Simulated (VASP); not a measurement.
In3Cu: single point with PBE

The system is In3Cu.

```
CELL_PARAMETERS angstrom
-2.93673 2.93673 2.93673
2.93673 -2.93673 2.93673
2.93673 2.93673 -2.93673
ATOMIC_POSITIONS crystal
In 0.00000 0.50000 0.50000
In 0.50000 0.00000 0.50000
In 0.50000 0.50000 0.00000
Cu 0.00000 0.00000 0.00000
```

```
Program                 : VASP 6.6.1
Task                    : single point
Functional              : PBE
Potentials or basis     : VASP PAW PBE potentials, release 64 (In_d, Cu)
Cutoff                  : 520 eV
k mesh                  : 12 × 12 × 12
Occupations             : gaussian, width 0.1 eV
Spin                    : no spin polarisation
Dipole correction       : no
k mesh for the DOS      : 18 × 18 × 18
Occupations for the DOS : tetrahedron
Further INCAR settings  : ALGO = Normal; EDIFF = 1e-06; NBANDS = 33
```

```
Valence electrons inside the program's atomic spheres : In 11.39; Cu 9.82
```

Levels at points of the mesh, in eV from the Fermi level:
```csv
k point,band 22,band 23,band 24,band 25,band 26,band 27,band 28,band 29
"(0.00, 0.00, 0.00)",-0.55,-0.55,-0.55,-0.39,-0.39,0.76,0.76,0.76
"(0.50, 0.00, 0.00)",-2.28,-2.25,-1.20,-0.84,-0.15,2.72,3.38,3.85
"(0.50, 0.50, 0.50)",-2.25,-2.25,-2.25,-1.94,-1.94,3.27,3.27,3.27
```

It took 9.9 min on 1 thread of Oxide Virtual Turin-like Processor (shared host), peak memory 0.6 GiB.

Caveat: spin-orbit coupling is left out, which moves the levels of the heavy elements.
